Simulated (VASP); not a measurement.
# Lu3Sc2O (P6/mmm) in VASP: single point with PBE

Aim: the single point of Lu3Sc2O with PBE.

Program: VASP 6.6.1. These are calculated values, not measurements. Logs are shortened: lines on timing, memory, paths and dates and some standing lists are left out, and cuts for length are marked.

## (1) The cell of the first run

Symmetry: P6/mmm, No. 191, hexagonal system. Conventional cell: a = 4.266 Å, b = 4.266 Å, c = 7.341 Å, α = 90.00°, β = 90.00°, γ = 120.00°. Lu (site symmetry -6m2) has 3 Lu at 2.46 Å and 3 O at 2.46 Å and 6 Sc at 2.95 Å within 3.3 Å. Within 2.7 Å of Lu (site symmetry 6/mmm) lie 2 Sc at 2.05 Å. Sc (site symmetry 6mm) has 1 O at 1.62 Å and 1 Lu at 2.05 Å within 2.2 Å. O (site symmetry 6/mmm) has 2 Sc at 1.62 Å within 2.2 Å.

## (2) Single point, PBE

INCAR

```
PREC     = Accurate       # precision mode
ENCUT    = 520            # plane-wave cutoff, eV
EDIFF    = 1E-7           # SCF threshold, eV
ISMEAR   = 0              # smearing method
SIGMA    = 0.1            # smearing width, eV
LREAL    = F              # projectors in reciprocal space
LASPH    = T              # aspherical terms in the spheres
NELM     = 60             # most SCF steps
ALGO     = Normal         # electronic algorithm
ISIF     = 2              # what is computed and relaxed
LWAVE    = F              # write WAVECAR
LCHARG   = T              # write CHGCAR
GGA      = PE             # functional
LELF     = T              # ELF
LVHAR    = T            
NBANDS   = 60             # bands
```

KPOINTS

```
regular mesh
0
Gamma
  6 6 4
```

POSCAR

```
Lu3Sc2O
1.0
    4.2658209100      0.0000000000      0.0000000000
   -2.1329104600      3.6943092800      0.0000000000
    0.0000000000      0.0000000000      7.3413342000
Lu Sc O
3 2 1
Direct
    0.3333333300      0.6666666700      0.0000000000
    0.6666666700      0.3333333300      0.0000000000
    0.0000000000      0.0000000000      0.5000000000
    0.0000000000      0.0000000000      0.7787227900
    0.0000000000      0.0000000000      0.2212772100
    0.0000000000      0.0000000000      0.0000000000
```

Potentials or basis: VASP PAW PBE potentials, release 64 (Lu, Sc_sv, O).

Launch:

```bash
$ cat potpaw_PBE.64/Lu/POTCAR potpaw_PBE.64/Sc_sv/POTCAR potpaw_PBE.64/O/POTCAR > POTCAR
$ mpirun -np 1 vasp_std > vasp.out
```

OUTCAR:

```text
PREC = Accurate
   ENCUT = 520
   EDIFF = 1E-7
   ISMEAR = 0
   LREAL = F
   LASPH = T
   NELM = 60
   ISIF = 2
   GGA = PE

 ion  position               nearest neighbor table
   1  0.333  0.667  0.000-   2 2.46   6 2.46   2 2.46   6 2.46   6 2.46   2 2.46   5 2.95   4 2.95
                             4 2.95   5 2.95   4 2.95   5 2.95
   2  0.667  0.333  0.000-   1 2.46   6 2.46   1 2.46   6 2.46   6 2.46   1 2.46   5 2.95   4 2.95
                             5 2.95   4 2.95   5 2.95   4 2.95
   3  0.000  0.000  0.500-   4 2.05   5 2.05
   4  0.000  0.000  0.779-   6 1.62   3 2.05   1 2.95   2 2.95   2 2.95   1 2.95   2 2.95   1 2.95
                             5 3.25
   5  0.000  0.000  0.221-   6 1.62   3 2.05   1 2.95   2 2.95   2 2.95   1 2.95   2 2.95   1 2.95
                             4 3.25
   6  0.000  0.000  0.000-   4 1.62   5 1.62   1 2.46   2 2.46   2 2.46   1 2.46   2 2.46   1 2.46

  LATTYP: Found a hexagonal cell.
 ALAT       =     4.2658209100
 C/A-ratio  =     1.7209663403

  Lattice vectors:

 A1 = (   4.2658209100,   0.0000000000,   0.0000000000)
 A2 = (  -2.1329104600,   3.6943092800,   0.0000000000)
 A3 = (   0.0000000000,   0.0000000000,   7.3413342000)

Analysis of symmetry for initial positions (statically):
=====================================================================
 Subroutine PRICEL returns:
 Original cell was already a primitive cell.

 Routine SETGRP: Setting up the symmetry group for a
 hexagonal supercell.

 Subroutine GETGRP returns: Found 24 space group operations
 (whereof 24 operations were pure point group operations)
 out of a pool of 24 trial point group operations.

The static configuration has the point symmetry D_6h.

Analysis of symmetry for dynamics (positions and initial velocities):
=====================================================================
 Subroutine PRICEL returns:
 Original cell was already a primitive cell.

 Routine SETGRP: Setting up the symmetry group for a
 hexagonal supercell.

 Subroutine GETGRP returns: Found 24 space group operations
 (whereof 24 operations were pure point group operations)
 out of a pool of 24 trial point group operations.

The dynamic configuration has the point symmetry D_6h.

 Subroutine INISYM returns: Found 24 space group operations
 (whereof 24 operations are pure point group operations),
 and found     1 'primitive' translations

----------------------------------------------------------------------------------------

                                     Primitive cell

  volume of cell :     115.6940

  direct lattice vectors                    reciprocal lattice vectors
     4.265820910  0.000000000  0.000000000     0.234421468  0.135343298  0.000000000
    -2.132910460  3.694309280  0.000000000     0.000000000  0.270686595  0.000000000
     0.000000000  0.000000000  7.341334200     0.000000000  0.000000000  0.136215022

  length of vectors
     4.265820910  4.265820916  7.341334200     0.270686595  0.270686595  0.136215022

  position of ions in fractional coordinates (direct lattice)
     0.333333330  0.666666670  0.000000000
     0.666666670  0.333333330  0.000000000
     0.000000000  0.000000000  0.500000000
     0.000000000  0.000000000  0.778722790
     0.000000000  0.000000000  0.221277210
     0.000000000  0.000000000  0.000000000

  ion indices of the primitive-cell ions
   primitive index   ion index
                 1           1
                 2           2
                 3           3
                 4           4
                 5           5
                 6           6

----------------------------------------------------------------------------------------

 KPOINTS: regular mesh

Automatic generation of k-mesh.
 Grid dimensions read from file:
 generate k-points for:    6    6    4

 Generating k-lattice:

  Cartesian coordinates                     Fractional coordinates (reciprocal lattice)
     0.039070245  0.022557216  0.000000000     0.166666667 -0.000000000  0.000000000
     0.000000000  0.045114433  0.000000000     0.000000000  0.166666667  0.000000000
     0.000000000  0.000000000  0.034053756     0.000000000  0.000000000  0.250000000

  Length of vectors
     0.045114433  0.045114433  0.034053756

  Shift w.r.t. Gamma in fractional coordinates (k-lattice)
     0.000000000  0.000000000  0.000000000

 Subroutine IBZKPT returns following result:
 ===========================================

 Found     21 irreducible k-points:

 Following reciprocal coordinates:
            Coordinates               Weight
  0.000000  0.000000  0.000000      1.000000
  0.166667 -0.000000  0.000000      6.000000
  0.333333 -0.000000  0.000000      6.000000
  0.500000 -0.000000  0.000000      3.000000
  0.166667  0.166667  0.000000      6.000000
  0.333333  0.166667  0.000000     12.000000
[... 13 lines left out ...]
  0.333333  0.166667  0.500000     12.000000
  0.333333  0.333333  0.500000      2.000000
   k-points           NKPTS =     21   k-points in BZ     NKDIM =     21   number of bands    NBANDS=     60
   number of dos      NEDOS =    301   number of ions     NIONS =      6
   total plane-waves  NPLWV =  57344
   dimension x,y,z NGX =    32 NGY =   32 NGZ =   56
   dimension x,y,z NGXF=    64 NGYF=   64 NGZF=  112
   ions per type =               3   2   1
   NGX,Y,Z   is equivalent  to a cutoff of  12.47, 12.47, 12.68 a.u.
   NGXF,Y,Z  is equivalent  to a cutoff of  24.94, 24.94, 25.36 a.u.
 SYSTEM =  unknown system
   PREC   = accura    normal or accurate (medium, high low for compatibility)
   ISTART =      0    job   : 0-new  1-cont  2-samecut
   ICHARG =      2    charge: 1-file 2-atom 10-const
   ISPIN  =      1    spin polarized calculation?
   LNONCOLLINEAR =      F non collinear calculations
   LSORBIT =      F    spin-orbit coupling
   LASPH  =      T    aspherical Exc in radial PAW
   ENCUT  =  520.0 eV  38.22 Ry    6.18 a.u.   7.93  7.93 13.65*2*pi/ulx,y,z
   NELM   =     60;   NELMIN=  2; NELMDL= -5     # of ELM steps
   EDIFF  = 0.1E-06   stopping-criterion for ELM
   LREAL  =      F    real-space projection
   EDIFFG = 0.1E-05   stopping-criterion for IOM
   NSW    =      0    number of steps for IOM
   IBRION =     -1    ionic relax: 0-MD 1-quasi-New 2-CG
   NFREE  =      0    steps in history (QN), initial steepest desc. (CG)
   ISIF   =      2    stress and relaxation
   ISYM   =      2    0-nonsym 1-usesym 2-fastsym
   POTIM  = 0.5000    time-step for ionic-motion
   TEBEG  =    0.0;   TEEND  =   0.0 temperature during run
   PSTRESS=    0.0 pullay stress
   NELECT =     103.0000    total number of electrons
   NUPDOWN=      -1.0000    fix difference up-down
   EMIN   =  10.00;   EMAX   =-10.00  energy-range for DOS
   EFERMI =   0.00;   METHOD = LEGACY
   ISMEAR =     0;   SIGMA  =   0.10  broadening in eV -4-tet -1-fermi 0-gaus
   EFERMI_NEDOS =   21; number of points for ismear=-14 and -15
   IALGO  =     38    algorithm
   IMIX   =      4    mixing-type and parameters
     AMIX     =   0.40;   BMIX     =  1.00
     AMIX_MAG =   1.60;   BMIX_MAG =  1.00
  volume/ion in A,a.u.               =      19.28       130.12
  Fermi-wavevector in a.u.,A,eV,Ry     =   1.574890  2.976111 33.746247  2.480279
  Thomas-Fermi vector in A             =   2.675956
   LORBIT       =      0    0 simple, 1 ext, 2 COOP (PROOUT), +10 PAW based schemes
   GGA     = PE    functional components
   LHFCALC =     F    Hartree Fock is set to
   AEXX    =    0.0000 exact exchange contribution
   IVDW    =     0    specifies the selected vdW correction
   LEPSILON=     F    determine dielectric tensor
   LRPA    =     F    only Hartree local field effects (RPA)
 non-spin polarized calculation
 Gauss-broadening in eV      SIGMA  =   0.10
  energy-cutoff  :      520.00
  volume of cell :      115.69
 maximum number of plane-waves:      3168
 NGX is ok and might be reduce to    32
   NGX = 15   NGY = 15   NGZ = 27

 number of electron     102.9999975 magnetization

 Free energy of the ion-electron system (eV)
  ---------------------------------------------------
  ext. energy  EPLUGINS =         0.00000000
  ---------------------------------------------------
  free energy    TOTEN  =       -16.86528071 eV

  energy without entropy =      -16.84477913  energy(sigma->0) =      -16.85502992

 E-fermi :   3.5703     XC(G=0): -11.0407

 val. band max:        3.5494268955   @ k =   0.3333   0.3333   0.2500
 cond. band min:       3.5971927343   @ k =   0.1667   0.1667   0.0000
 fundamental gap:      0.0477658388
 Fermi energy:         3.5702976849

 k-point     1 :       0.0000    0.0000    0.0000
  band No.  band energies     occupation
      1     -53.1682      2.00000
      2     -52.9463      2.00000
      3     -52.1669      2.00000
      4     -44.9135      2.00000
      5     -44.8060      2.00000
      6     -27.5192      2.00000
[... 52 lines left out ...]
     59       7.2217      0.00000
     60       7.2217      0.00000

 k-point     2 :       0.1667   -0.0000    0.0000
  band No.  band energies     occupation
      1     -53.1680      2.00000
      2     -52.9023      2.00000
      3     -52.2152      2.00000
      4     -44.9131      2.00000
      5     -44.8067      2.00000
      6     -27.5168      2.00000
[... 52 lines left out ...]
     59       6.5726      0.00000
     60       6.8206      0.00000

 k-point     3 :       0.3333   -0.0000    0.0000
  band No.  band energies     occupation
      1     -53.1675      2.00000
      2     -52.7876      2.00000
      3     -52.3383      2.00000
      4     -44.9123      2.00000
      5     -44.8080      2.00000
      6     -27.5121      2.00000
[... 1123 lines left out ...]
     59       6.0944      0.00000
     60       6.7240      0.00000

 k-point    21 :       0.3333    0.3333    0.5000
  band No.  band energies     occupation
      1     -53.1672      2.00000
      2     -52.5661      2.00000
      3     -52.5661      2.00000
      4     -44.9576      2.00000
      5     -44.7614      2.00000
      6     -28.1458      2.00000
[... 52 lines left out ...]
     59       5.9764      0.00000
     60       6.2719      0.00000

------------------------ aborting loop because EDIFF is reached ----------------------------------------

  FORCE on cell =-STRESS in cart. coord.  units (eV):
  Direction    XX          YY          ZZ          XY          YZ          ZX
  --------------------------------------------------------------------------------------
  -------------------------------------------------------------------------------------
  Total       18.5223819     18.5223819     77.8212931     -0.0000000      0.0000000      0.0000000
  in kB      256.5054237    256.5054242   1077.7006890     -0.0000003      0.0000000      0.0000000
  external PRESSURE =     530.2371790 kB  Pullay stress =       0.0000000 kB

 VOLUME and BASIS-vectors are now :
 -----------------------------------------------------------------------------
  energy-cutoff  :      520.00
  volume of cell :      115.69
      direct lattice vectors                 reciprocal lattice vectors
     4.265820910  0.000000000  0.000000000     0.234421468  0.135343298  0.000000000
    -2.132910460  3.694309280  0.000000000     0.000000000  0.270686595  0.000000000
     0.000000000  0.000000000  7.341334200     0.000000000  0.000000000  0.136215022

 POSITION                                       TOTAL-FORCE (eV/Angst)
 -----------------------------------------------------------------------------------
     -0.00000      2.46287      0.00000         0.000000     -0.000000     -0.000000
      2.13291      1.23144      0.00000        -0.000000      0.000000     -0.000000
      0.00000      0.00000      3.67067        -0.000000      0.000000     -0.000000
      0.00000      0.00000      5.71686        -0.000000     -0.000000     -6.516208
      0.00000      0.00000      1.62447         0.000000      0.000000      6.516208
      0.00000      0.00000      0.00000        -0.000000      0.000000     -0.000000
 -----------------------------------------------------------------------------------
    total drift:                               -0.000000      0.000000      0.000000

  FREE ENERGIE OF THE ION-ELECTRON SYSTEM (eV)
  ---------------------------------------------------
  free  energy   TOTEN  =       -16.8652807122 eV

  energy  without entropy=      -16.8447791257  energy(sigma->0) =      -16.85502992
```

Wall time 2.3 min (1 thread of AMD EPYC 9R45 (Zen 5), shared host); peak memory 0.28 GiB.

Results:

```
Free energy   : -16.8653 eV
Pressure      : 53.0 GPa
Largest force : 6.516 eV/Å
```

Forces on the atoms (eV/Å):
```
Lu   0.000  0.000  0.000
Lu   0.000  0.000  0.000
Lu   0.000  0.000  0.000
Sc   0.000  0.000 -6.516
Sc   0.000  0.000  6.516
O    0.000  0.000  0.000
```

Stress tensor (GPa, compression positive):
```
 25.65   0.00   0.00
  0.00  25.65   0.00
  0.00   0.00 107.77
```

Levels at points of the mesh, in eV from the Fermi level:
```tsv
k point	band 49	band 50	band 51	band 52	band 53	band 54	band 55	band 56
(0.00, 0.00, 0.00)	-1.04	-1.04	-0.60	-0.60	0.77	0.77	1.28	2.82
(0.50, 0.00, 0.00)	-1.29	-1.28	-1.22	-0.02	0.91	1.36	1.56	1.94
(0.00, 0.00, 0.50)	-1.19	0.36	0.36	0.37	1.58	1.58	1.62	1.66
(0.50, 0.00, 0.50)	-1.13	-0.55	-0.27	0.15	0.42	0.81	1.27	1.38
```

Caveat: spin-orbit coupling is left out, which moves the levels of the heavy elements; an odd number of electrons without spin polarisation forces a metal; a magnetic or distorted state may lie lower.
